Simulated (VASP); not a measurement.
A run of VASP 6.6.1 is set up as follows.

File INCAR:

```
SYSTEM = SiNi2
PREC = Accurate ; ENCUT = 520
EDIFF = 1E-7 ; ISMEAR = 0
SIGMA = 0.1 ; LREAL = .False.
LASPH = .True. ; NELM = 60
ALGO = Fast ; ISIF = 2
LWAVE = .False. ; LCHARG = .False.
GGA = PE ; NBANDS = 60
```

KPOINTS

```
regular mesh
0
Gamma
  10 12 6
  0 0 0
```

Contents of POSCAR:

```
SiNi2
1.0
    5.0141520207      0.0000000000      0.0000000000
    0.0000000000      3.7330150539      0.0000000000
    0.0000000000      0.0000000000      7.0786380165
Si Ni
4 8
Direct
    0.2875951259      0.7500000000      0.6145147625
    0.7124048741      0.2500000000      0.3854852375
    0.2124048741      0.2500000000      0.1145147625
    0.7875951259      0.7500000000      0.8854852375
    0.9590660913      0.7500000000      0.2043565414
    0.0409339087      0.2500000000      0.7956434586
    0.5409339087      0.2500000000      0.7043565414
    0.4590660913      0.7500000000      0.2956434586
    0.8302020104      0.7500000000      0.5602610709
    0.1697979896      0.2500000000      0.4397389291
    0.6697979896      0.2500000000      0.0602610709
    0.3302020104      0.7500000000      0.9397389291
```

Potentials or basis: VASP PAW PBE potentials, release 64 (Si, Ni).

Launch:

```bash
$ cat potpaw_PBE.64/Si/POTCAR potpaw_PBE.64/Ni/POTCAR > POTCAR
$ mpirun -np 1 vasp_std > vasp.out
```

Task: Estimate the pressure.

Result: 0.1 GPa.

Task: What does it give for the largest force?

Result: 0.011 eV/Å.

Task: What does it give for the band gap on the k mesh?

Result: Zero (bands 48 and 49 overlap by 1.76 eV).

Stress tensor (GPa, compression positive):
```
0.06 0.00 0.00
0.00 0.15 0.00
0.00 0.00 0.05
```

Spin polarisation is off, so any magnetic state and its effect on volume and gap are missing.
